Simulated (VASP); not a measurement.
Wanted: the native input for a VASP 6.6.1 run.

- Task: relaxation of cell and atoms
- Functional: PBE
- Potentials or basis: VASP PAW PBE potentials, release 64 (Ta_pv, N)
- Cutoff: 600 eV
- k mesh: 16 × 16 × 16
- Occupations: fermi-dirac, width 0.1 eV
- Spin: no spin polarisation
- Target pressure: 260 GPa
- Dipole correction: no
- Further INCAR settings: ALGO = Normal; EDIFF = 1e-07; IBRION = 2; EDIFFG = -0.005; NSW = 32; ISIF = 3

The structure of TaN (CsCl type) lies in POSCAR:

```
TaN
1.0
    2.4293273742      0.0000000000      0.0000000000
    0.0000000000      2.4293273742      0.0000000000
    0.0000000000      0.0000000000      2.4293273742
Ta N
1 1
Direct
    0.0000000000      0.0000000000      0.0000000000
    0.5000000000      0.5000000000      0.5000000000
```

One way to write it, as run:

INCAR

```
SYSTEM = TaN
  PREC = Accurate
  ENCUT = 600
  EDIFF = 1E-7
  ISMEAR = -1
  SIGMA = 0.1
  LREAL = .False.
  LASPH = .True.
  NELM = 100
  ALGO = Normal
  ISIF = 3
  LWAVE = .False.
  LCHARG = .False.
  GGA = PE
  IBRION = 2
  NSW = 32
  EDIFFG = -0.005
  PSTRESS = 2600.0
```

KPOINTS

```
regular mesh
0
Gamma
  16 16 16
  0 0 0
```

Potentials or basis: VASP PAW PBE potentials, release 64 (Ta_pv, N).

Run with:

```bash
$ cat potpaw_PBE.64/Ta_pv/POTCAR potpaw_PBE.64/N/POTCAR > POTCAR
$ mpirun -np 1 vasp_std > vasp.out
```

It gave:

- Relaxed volume: 7.20 Å³/atom
- Relaxed cell: a = 2.433 Å, b = 2.433 Å, c = 2.433 Å, α = 90.00°, β = 90.00°, γ = 90.00°
- Space group after relaxing (to 0.05 Å): Pm-3m (No. 221)
- Energy change on relaxing (the enthalpy is what falls): -54.6 meV/atom
- Ionic steps: 3
- Pressure after relaxing: 259.9 GPa
- Band gap on the k mesh: zero (band 8 reaches 23.77 eV, above the bottom of band 9 at 10.69 eV)

Caveat: the cell is relaxed towards a set pressure, so the enthalpy falls and the energy may rise; spin-orbit coupling is left out, which moves the levels of the heavy elements.

Wall time 62 s on 1 thread of Intel(R) Xeon(R) Platinum 8488C (Sapphire Rapids) (shared host), peak memory 0.16 GiB.
